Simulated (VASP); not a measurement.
# Te2Mo (P6_3/mmc) in VASP: further runs

The runs below take Te2Mo through single point, with PBEsol.

Program: VASP 6.6.1. These are calculated values, not measurements. Logs are shortened: lines on timing, memory, paths and dates and some standing lists are left out, and cuts for length are marked.

### Step 1. The cell of the first run

Symmetry: P6_3/mmc, No. 194, hexagonal system. Conventional cell: a = 3.319 Å, b = 3.319 Å, c = 13.658 Å, α = 90.00°, β = 90.00°, γ = 120.00°. Te (site symmetry 3m) has 3 Mo at 2.60 Å and 6 Te at 3.32 Å within 3.4 Å. Mo (site symmetry -6m2) has 6 Te at 2.60 Å and 6 Mo at 3.32 Å within 3.4 Å.

### Step 2. Single point, PBEsol (strain -0.050 along x and y, -0.025 along z)

Contents of INCAR:

```
SYSTEM = Te2Mo
PREC = Accurate ; ENCUT = 520
EDIFF = 1E-7 ; ISMEAR = 0
SIGMA = 0.05 ; LREAL = .False.
LASPH = .True. ; NELM = 60
ALGO = Normal ; ISIF = 2
LWAVE = .False. ; LCHARG = .False.
GGA = PS ; NBANDS = 35
```

Contents of KPOINTS:

```
Automatic mesh
0
Gamma
  12 12 2
  0 0 0
```

Contents of POSCAR:

```
Te2Mo
1.0
    3.3192945305      0.0000000000      0.0000000000
   -1.6596472652      2.8745933861      0.0000000000
    0.0000000000      0.0000000000     13.6583254868
Te Mo
4 2
Direct
    0.3333333333      0.6666666667      0.6211281373
    0.6666666667      0.3333333333      0.1211281373
    0.3333333333      0.6666666667      0.8788718627
    0.6666666667      0.3333333333      0.3788718627
    0.3333333333      0.6666666667      0.2500000000
    0.6666666667      0.3333333333      0.7500000000
```

Potentials or basis: VASP PAW PBE potentials, release 64 (Te, Mo_sv).

Command:

```bash
> cat potpaw_PBE.64/Te/POTCAR potpaw_PBE.64/Mo_sv/POTCAR > POTCAR
> mpirun -np 1 vasp_std > vasp.out
```

OUTCAR:

```text
SYSTEM = Te2Mo
   PREC = Accurate
   ENCUT = 520
   EDIFF = 1E-7
   ISMEAR = 0
   LREAL = .False.
   LASPH = .True.
   NELM = 60
   ISIF = 2
   GGA = PS

 ion  position               nearest neighbor table
   1  0.333  0.667  0.621-   6 2.60   6 2.60   6 2.60   3 3.52
   2  0.667  0.333  0.121-   5 2.60   5 2.60   5 2.60   4 3.52
   3  0.333  0.667  0.879-   6 2.60   6 2.60   6 2.60   1 3.52
   4  0.667  0.333  0.379-   5 2.60   5 2.60   5 2.60   2 3.52
   5  0.333  0.667  0.250-   2 2.60   4 2.60   2 2.60   4 2.60   2 2.60   4 2.60
   6  0.667  0.333  0.750-   1 2.60   3 2.60   1 2.60   3 2.60   1 2.60   3 2.60

  LATTYP: Found a hexagonal cell.
 ALAT       =     3.3192945305
 C/A-ratio  =     4.1148278230

  Lattice vectors:

 A1 = (   3.3192945305,   0.0000000000,   0.0000000000)
 A2 = (  -1.6596472652,   2.8745933861,   0.0000000000)
 A3 = (   0.0000000000,   0.0000000000,  13.6583254868)

Analysis of symmetry for initial positions (statically):
=====================================================================
 Subroutine PRICEL returns:
 Original cell was already a primitive cell.

 Routine SETGRP: Setting up the symmetry group for a
 hexagonal supercell.

 Subroutine GETGRP returns: Found 24 space group operations
 (whereof 12 operations were pure point group operations)
 out of a pool of 24 trial point group operations.

The static configuration has the point symmetry D_3d.
 The point group associated with its full space group is D_6h.

Analysis of symmetry for dynamics (positions and initial velocities):
=====================================================================
 Subroutine PRICEL returns:
 Original cell was already a primitive cell.

 Routine SETGRP: Setting up the symmetry group for a
 hexagonal supercell.

 Subroutine GETGRP returns: Found 24 space group operations
 (whereof 12 operations were pure point group operations)
 out of a pool of 24 trial point group operations.

The dynamic configuration has the point symmetry D_3d.
 The point group associated with its full space group is D_6h.

 Subroutine INISYM returns: Found 24 space group operations
 (whereof 12 operations are pure point group operations),
 and found     1 'primitive' translations

----------------------------------------------------------------------------------------

                                     Primitive cell

  volume of cell :     130.3226

  direct lattice vectors                    reciprocal lattice vectors
     3.319294531  0.000000000  0.000000000     0.301268836  0.173937644  0.000000000
    -1.659647265  2.874593386  0.000000000     0.000000000  0.347875287  0.000000000
     0.000000000  0.000000000 13.658325487     0.000000000  0.000000000  0.073215417

  length of vectors
     3.319294531  3.319294531 13.658325487     0.347875287  0.347875287  0.073215417

  position of ions in fractional coordinates (direct lattice)
     0.333333333  0.666666667  0.621128137
     0.666666667  0.333333333  0.121128137
     0.333333333  0.666666667  0.878871863
     0.666666667  0.333333333  0.378871863
     0.333333333  0.666666667  0.250000000
     0.666666667  0.333333333  0.750000000

  ion indices of the primitive-cell ions
   primitive index   ion index
                 1           1
                 2           2
                 3           3
                 4           4
                 5           5
                 6           6

----------------------------------------------------------------------------------------

 KPOINTS: Automatic mesh

Automatic generation of k-mesh.
 Grid dimensions read from file:
 generate k-points for:   12   12    2

 Generating k-lattice:

  Cartesian coordinates                     Fractional coordinates (reciprocal lattice)
     0.025105736  0.014494804  0.000000000     0.083333333  0.000000000  0.000000000
     0.000000000  0.028989607  0.000000000     0.000000000  0.083333333  0.000000000
     0.000000000  0.000000000  0.036607709     0.000000000  0.000000000  0.500000000

  Length of vectors
     0.028989607  0.028989607  0.036607709

  Shift w.r.t. Gamma in fractional coordinates (k-lattice)
     0.000000000  0.000000000  0.000000000

 Subroutine IBZKPT returns following result:
 ===========================================

 Found     38 irreducible k-points:

 Following reciprocal coordinates:
            Coordinates               Weight
  0.000000  0.000000  0.000000      1.000000
  0.083333  0.000000  0.000000      6.000000
  0.166667  0.000000  0.000000      6.000000
  0.250000  0.000000  0.000000      6.000000
  0.333333  0.000000  0.000000      6.000000
  0.416667  0.000000  0.000000      6.000000
[... 16 lines left out ...]
  0.250000  0.000000  0.500000      6.000000
  0.333333  0.000000  0.500000      6.000000
 [... further k-points ...]
   k-points           NKPTS =     38   k-points in BZ     NKDIM =     38   number of bands    NBANDS=     35
   number of dos      NEDOS =    301   number of ions     NIONS =      6
   total plane-waves  NPLWV =  84672
   dimension x,y,z NGX =    28 NGY =   28 NGZ =  108
   dimension x,y,z NGXF=    56 NGYF=   56 NGZF=  216
   ions per type =               4   2
   NGX,Y,Z   is equivalent  to a cutoff of  14.02, 14.02, 13.15 a.u.
   NGXF,Y,Z  is equivalent  to a cutoff of  28.05, 28.05, 26.29 a.u.
 SYSTEM =  Te2Mo
   PREC   = accura    normal or accurate (medium, high low for compatibility)
   ISTART =      0    job   : 0-new  1-cont  2-samecut
   ICHARG =      2    charge: 1-file 2-atom 10-const
   ISPIN  =      1    spin polarized calculation?
   LNONCOLLINEAR =      F non collinear calculations
   LSORBIT =      F    spin-orbit coupling
   LASPH  =      T    aspherical Exc in radial PAW
   ENCUT  =  520.0 eV  38.22 Ry    6.18 a.u.   6.17  6.17 25.40*2*pi/ulx,y,z
   NELM   =     60;   NELMIN=  2; NELMDL= -5     # of ELM steps
   EDIFF  = 0.1E-06   stopping-criterion for ELM
   LREAL  =      F    real-space projection
   EDIFFG = 0.1E-05   stopping-criterion for IOM
   NSW    =      0    number of steps for IOM
   IBRION =     -1    ionic relax: 0-MD 1-quasi-New 2-CG
   NFREE  =      0    steps in history (QN), initial steepest desc. (CG)
   ISIF   =      2    stress and relaxation
   ISYM   =      2    0-nonsym 1-usesym 2-fastsym
   POTIM  = 0.5000    time-step for ionic-motion
   TEBEG  =    0.0;   TEEND  =   0.0 temperature during run
   PSTRESS=    0.0 pullay stress
   NELECT =      52.0000    total number of electrons
   NUPDOWN=      -1.0000    fix difference up-down
   EMIN   =  10.00;   EMAX   =-10.00  energy-range for DOS
   EFERMI =   0.00;   METHOD = LEGACY
   ISMEAR =     0;   SIGMA  =   0.05  broadening in eV -4-tet -1-fermi 0-gaus
   EFERMI_NEDOS =   21; number of points for ismear=-14 and -15
   IALGO  =     38    algorithm
   IMIX   =      4    mixing-type and parameters
     AMIX     =   0.40;   BMIX     =  1.00
     AMIX_MAG =   1.60;   BMIX_MAG =  1.00
  volume/ion in A,a.u.               =      21.72       146.58
  Fermi-wavevector in a.u.,A,eV,Ry     =   1.205228  2.277552 19.763492  1.452576
  Thomas-Fermi vector in A             =   2.340931
   LORBIT       =      0    0 simple, 1 ext, 2 COOP (PROOUT), +10 PAW based schemes
   GGA     = PS    functional components
   LHFCALC =     F    Hartree Fock is set to
   AEXX    =    0.0000 exact exchange contribution
   IVDW    =     0    specifies the selected vdW correction
   LEPSILON=     F    determine dielectric tensor
   LRPA    =     F    only Hartree local field effects (RPA)
 non-spin polarized calculation
 Gauss-broadening in eV      SIGMA  =   0.05
  energy-cutoff  :      520.00
  volume of cell :      130.32
 maximum number of plane-waves:      3542
 NGX is ok and might be reduce to    28
   NGX = 13   NGY = 13   NGZ = 51

 number of electron      52.0000002 magnetization

 Free energy of the ion-electron system (eV)
  ---------------------------------------------------
  ext. energy  EPLUGINS =         0.00000000
  ---------------------------------------------------
  free energy    TOTEN  =       -38.52459905 eV

  energy without entropy =      -38.52459905  energy(sigma->0) =      -38.52459905

 E-fermi :  10.3517     XC(G=0): -11.2420

 val. band max:        9.9470384912   @ k =   0.0833   0.0833   0.0000
 cond. band min:      10.5945212759   @ k =   0.2500   0.1667   0.0000
 fundamental gap:      0.6474827847
 Fermi energy:        10.3517128402

 k-point     1 :       0.0000    0.0000    0.0000
  band No.  band energies     occupation
      1     -50.6134      2.00000
      2     -50.6133      2.00000
      3     -24.9771      2.00000
      4     -24.9771      2.00000
      5     -24.6705      2.00000
      6     -24.6705      2.00000
[... 27 lines left out ...]
     34      14.2704      0.00000
     35      16.6753      0.00000

 k-point     2 :       0.0833    0.0000    0.0000
  band No.  band energies     occupation
      1     -50.6118      2.00000
      2     -50.6118      2.00000
      3     -24.9728      2.00000
      4     -24.9728      2.00000
      5     -24.6884      2.00000
      6     -24.6884      2.00000
[... 27 lines left out ...]
     34      13.9975      0.00000
     35      16.8924      0.00000

 k-point     3 :       0.1667    0.0000    0.0000
  band No.  band energies     occupation
      1     -50.6074      2.00000
      2     -50.6074      2.00000
      3     -24.9612      2.00000
      4     -24.9611      2.00000
      5     -24.7369      2.00000
      6     -24.7369      2.00000
[... 27 lines left out ...]
     34      14.1501      0.00000
     35      16.6933      0.00000
[... 723 lines left out ...]
 k-point    23 :       0.2500    0.0000    0.5000
  band No.  band energies     occupation
      1     -50.6015      2.00000
      2     -50.6015      2.00000
      3     -24.9452      2.00000
      4     -24.9452      2.00000
      5     -24.8025      2.00000
      6     -24.8025      2.00000
[... 27 lines left out ...]
     34      14.1057      0.00000
     35      16.3106      0.00000

 k-point    24 :       0.3333    0.0000    0.5000
  band No.  band energies     occupation
      1     -50.5955      2.00000
      2     -50.5955      2.00000
      3     -24.9292      2.00000
      4     -24.9292      2.00000
      5     -24.8673      2.00000
      6     -24.8673      2.00000
[... 27 lines left out ...]
     34      14.1448      0.00000
     35      15.4550      0.00000

 [... further k-points ...]
[... 5 lines left out ...]
  --------------------------------------------------------------------------------------
  -------------------------------------------------------------------------------------
  Total       14.0817584     14.0817584     14.5859213      0.0000000      0.0000000      0.0000000
  in kB      173.1202222    173.1202222    179.3183676      0.0000000      0.0000000      0.0000000
  external PRESSURE =     175.1862706 kB  Pullay stress =       0.0000000 kB

 VOLUME and BASIS-vectors are now :
 -----------------------------------------------------------------------------
  energy-cutoff  :      520.00
  volume of cell :      130.32
      direct lattice vectors                 reciprocal lattice vectors
     3.319294531  0.000000000  0.000000000     0.301268836  0.173937644  0.000000000
    -1.659647265  2.874593386  0.000000000     0.000000000  0.347875287  0.000000000
     0.000000000  0.000000000 13.658325487     0.000000000  0.000000000  0.073215417

 POSITION                                       TOTAL-FORCE (eV/Angst)
 -----------------------------------------------------------------------------------
     -0.00000      1.91640      8.48357        -0.000000      0.000000     -1.903690
      1.65965      0.95820      1.65441        -0.000000     -0.000000     -1.903690
     -0.00000      1.91640     12.00392        -0.000000      0.000000      1.903690
      1.65965      0.95820      5.17476        -0.000000     -0.000000      1.903690
     -0.00000      1.91640      3.41458         0.000000     -0.000000     -0.000000
      1.65965      0.95820     10.24374         0.000000      0.000000     -0.000000
 -----------------------------------------------------------------------------------
    total drift:                               -0.000000      0.000000     -0.000000

  FREE ENERGIE OF THE ION-ELECTRON SYSTEM (eV)
  ---------------------------------------------------
  free  energy   TOTEN  =       -38.5245990477 eV

  energy  without entropy=      -38.5245990477  energy(sigma->0) =      -38.52459905
```

It took 2.2 min on 1 thread of Intel Xeon 6975P-C (Granite Rapids), shared host; peak memory 0.35 GiB.

What came out:

* Free energy: -38.5246 eV
* Pressure: 17.5 GPa
* Largest force: 1.904 eV/Å
* Band gap on the k mesh: 0.65 eV, indirect (least direct gap 1.11 eV)

Forces in eV/Å, atoms in the order of the input:
```
Te   0.000  0.000 -1.904
Te   0.000  0.000 -1.904
Te   0.000  0.000  1.904
Te   0.000  0.000  1.904
Mo   0.000  0.000  0.000
Mo   0.000  0.000  0.000
```

Caveat: the cell differs from its parent crystal (strain -0.050 along x and y, -0.025 along z); the PAW data sets were made with another functional, which shifts forces and pressure a little; spin-orbit coupling is left out, which moves the levels of the heavy elements; this functional lacks dispersion, which binds the layers, so the pressure and a relaxed spacing across them are unreliable.

### Step 3. Single point, PBEsol (strain -0.050 along x and y, +0.000 along z)

Contents of INCAR:

```
  PREC = Accurate
  ENCUT = 520
  EDIFF = 1E-6
  ISMEAR = 0
  SIGMA = 0.05
  LREAL = F
  LASPH = T
  NELM = 80
  ALGO = Normal
  ISIF = 2
  LWAVE = F
  LCHARG = F
  GGA = PS
  NBANDS = 35
```

Contents of KPOINTS:

```
Automatic mesh
0
Gamma
  12 12 2
```

POSCAR: that of step 2 with these lines changed.

```diff
@@ -4,3 +4,3 @@
    -1.6596472652      2.8745933861      0.0000000000
-    0.0000000000      0.0000000000     13.6583254868
+    0.0000000000      0.0000000000     14.0085389608
 Te Mo
```

Potentials or basis: VASP PAW PBE potentials, release 64 (Te, Mo_sv).

Command:

```bash
> cat potpaw_PBE.64/Te/POTCAR potpaw_PBE.64/Mo_sv/POTCAR > POTCAR
> mpirun -np 1 vasp_std > vasp.out
```

Wall time 1.8 min (1 thread of Intel Xeon 6975P-C (Granite Rapids), shared host); peak memory 0.36 GiB.

The run converged. Its results:

| Item | Value |
| --- | --- |
| Free energy | -38.8175 eV |
| Pressure | 12.7 GPa |
| Largest force | 1.124 eV/Å |
| Band gap on the k mesh | 0.51 eV, indirect (least direct gap 1.03 eV) |

Forces in eV/Å, atoms in the order of the input:
```
Te   0.000  0.000 -1.124
Te   0.000  0.000 -1.124
Te   0.000  0.000  1.124
Te   0.000  0.000  1.124
Mo   0.000  0.000  0.000
Mo   0.000  0.000  0.000
```

Stress tensor (GPa, compression positive):
```
13.93  0.00  0.00
 0.00 13.93  0.00
 0.00  0.00 10.27
```

Levels at points of the mesh, in eV from the valence-band top:
| k point | band 23 | band 24 | band 25 | band 26 | band 27 | band 28 | band 29 | band 30 |
| --- | --- | --- | --- | --- | --- | --- | --- | --- |
| (0.00, 0.00, 0.00) | -0.99 | -0.97 | -0.97 | -0.49 | 3.59 | 3.59 | 3.72 | 3.72 |
| (0.50, 0.00, 0.00) | -1.35 | -1.27 | -0.30 | 0.00 | 1.49 | 1.64 | 1.68 | 2.01 |
| (0.00, 0.00, 0.50) | -0.98 | -0.98 | -0.64 | -0.64 | 3.63 | 3.63 | 3.63 | 3.63 |
| (0.50, 0.00, 0.50) | -1.29 | -1.29 | -0.15 | -0.15 | 1.66 | 1.66 | 1.75 | 1.75 |

Caveat: the cell differs from its parent crystal (strain -0.050 along x and y, +0.000 along z); the PAW data sets were made with another functional, which shifts forces and pressure a little; spin-orbit coupling is left out, which moves the levels of the heavy elements; this functional lacks dispersion, which binds the layers, so the pressure and a relaxed spacing across them are unreliable. A k mesh can miss the band edges.
